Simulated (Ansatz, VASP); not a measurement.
This is a calculation of Si2Ni for Ansatz 0.2.0.

File input.yaml:

```yaml
crystal:
  lattice:
    - [0.0, 2.703, 2.703]
    - [2.703, 0.0, 2.703]
    - [2.703, 2.703, 0.0]
  atoms:
    - { symbol: Ni, position: [0.0, 0.0, 0.0], spin: 0.5 }
    - { symbol: Si, position: [0.75, 0.75, 0.75] }
    - { symbol: Si, position: [0.25, 0.25, 0.25] }
hamiltonian:
  xc: pbesol
  pseudopotentials: { kind: paw }
magnetization:
  spin_polarized: true
  initial_magnetization: 0.5
  spin_locking: { lock_magnetization: hard }
kpoints:
  mp_grid: { grid: [7, 7, 7] }
scf:
  occupations: { method: fermi_dirac, width: 0.05 }
  lower_state_search: "off"
output:
  forces: true
  stress: true
  eigenvalues: true
```

Potentials or basis: Ansatz PAW.

Launch:

```sh
$ ansatz run input.yaml --threads 2 --pin off --max-ram 5632MiB --backend cpu --events-out ev --progress --plain --runs-dir out
```

**Question.** Set up the same calculation for VASP 6.6.1. Potentials there: VASP PAW PBE potentials, release 64 (Ni, Si).

**Answer.** As run (the cutoff follows the program's own potentials):

File INCAR:

```
PREC     = Accurate       # precision mode
ENCUT    = 520            # plane-wave cutoff, eV
EDIFF    = 1E-6           # SCF threshold, eV
ISMEAR   = -1             # smearing method
SIGMA    = 0.05           # smearing width, eV
LREAL    = False          # projectors in reciprocal space
LASPH    = True           # aspherical terms in the spheres
NELM     = 150            # most SCF steps
ALGO     = Normal         # electronic algorithm
ISIF     = 2              # what is computed and relaxed
LWAVE    = False          # write WAVECAR
LCHARG   = False          # write CHGCAR
ISPIN    = 2              # spin polarisation
MAGMOM   = 0.5 0 0        # initial moments
LORBIT   = 11             # projections on sites
NUPDOWN  = 0.5            # fixed moment
LMAXMIX  = 4              # l up to which the mixer works
GGA      = PS             # functional
NBANDS   = 20             # bands
```

File KPOINTS:

```
Automatic mesh
0
Gamma
  7 7 7
```

POSCAR

```
Si2Ni
1.0
    0.0000000000      2.7030000000      2.7030000000
    2.7030000000      0.0000000000      2.7030000000
    2.7030000000      2.7030000000      0.0000000000
Ni Si
1 2
Direct
    0.0000000000      0.0000000000      0.0000000000
    0.7500000000      0.7500000000      0.7500000000
    0.2500000000      0.2500000000      0.2500000000
```

Potentials or basis: VASP PAW PBE potentials, release 64 (Ni, Si).

Run with:

```bash
$ cat potpaw_PBE.64/Ni/POTCAR potpaw_PBE.64/Si/POTCAR > POTCAR
$ mpirun -np 1 vasp_std > vasp.out
```

Both were run:

|  | VASP | Ansatz | Ansatz less VASP |
| --- | --- | --- | --- |
| pressure (GPa) | 0.0 | -0.2 | -0.20 |
| net moment per atom (μB) | 0.17 | 0.17 | 0.000 |
| size of the moment on the site where the two differ most (μB) | 0.07 | 0.07 | +0.005 |

VASP's potentials were made for PBE, not for PBEsol. Site moments also hang on the region over which each program counts them. VASP's potentials hold 18 valence electrons a cell and Ansatz's 26, so a difference there can come from the potentials and not from the codes.
